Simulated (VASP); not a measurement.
The system is C.

```xyz
2
Lattice="0.0000 1.7834 1.7120 1.7834 0.0000 1.7120 1.7834 1.7834 0.0000" Properties=species:S:1:pos:R:3 pbc="T T T"
C     2.6751    2.6751    2.5681
C     1.7834    1.7834    1.7120
```

Base run:

- Program: VASP 6.6.1
- Functional: PBE
- Potentials or basis: VASP PAW PBE potentials, release 64 (C)
- Cutoff: 520 eV
- k mesh: 11 × 11 × 11
- Occupations: fermi-dirac, width 0.05 eV
- Spin: no spin polarisation

Its results: band gap on the k mesh 3.16 eV, indirect (least direct gap 4.97 eV); pressure 22.0 GPa.

Question: The run is repeated on the same cell with these changes: functional from PBE to PBEsol; cutoff from 520 eV to 600 eV. What comes out?

Answer: Band gap on the k mesh 3.04 eV, indirect (least direct gap 4.93 eV); pressure 14.8 GPa.

PBEsol binds more tightly than PBE, so the same cell stands under less pressure.

Caveats: the PAW data sets were made with another functional, which shifts forces and pressure a little (some runs).

A k mesh can miss the band edges.
